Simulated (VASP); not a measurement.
Input of a VASP 6.6.1 run:

INCAR

```
SYSTEM = P
PREC     = Accurate       ! precision mode
ENCUT    = 520            ! plane-wave cutoff, eV
EDIFF    = 1E-7           ! SCF threshold, eV
ISMEAR   = -1             ! smearing method
SIGMA    = 0.05           ! smearing width, eV
LREAL    = .False.        ! projectors in reciprocal space
LASPH    = .True.         ! aspherical terms in the spheres
NELM     = 100            ! most SCF steps
ALGO     = Normal         ! electronic algorithm
ISIF     = 2              ! what is computed and relaxed
LWAVE    = .False.        ! write WAVECAR
LCHARG   = .False.        ! write CHGCAR
GGA      = PS             ! functional
NBANDS   = 12             ! bands
```

File KPOINTS:

```
regular mesh
0
Gamma
  11 11 11
  0 0 0
```

File POSCAR:

```
P
1.0
    1.7257251780      0.9963478961      3.1296800121
   -1.7257251780      0.9963478961      3.1296800121
    0.0000000000     -1.9926957921      3.1296800121
P
2
Direct
    0.2134554350      0.2134554350      0.2434554350
    0.7865445650      0.7865445650      0.7565445650
```

Potentials or basis: VASP PAW PBE potentials, release 64 (P).

Command:

```sh
$ cat potpaw_PBE.64/P/POTCAR > POTCAR
$ mpirun -np 1 vasp_std > vasp.out
```

What does it give for the band gap on the k mesh?

Zero (bands 5 and 6 overlap by 0.84 eV).

Estimate the pressure.

1.2 GPa.

Estimate the largest force.

1.388 eV/Å.

Stress tensor (GPa, compression positive):
```
-0.18  0.00  0.00
 0.00  3.28  3.98
 0.00  3.98  0.48
```

Caveat: the cell differs from its parent crystal (shortest bond scaled by 0.94); the PAW data sets were made with another functional, which shifts forces and pressure a little.
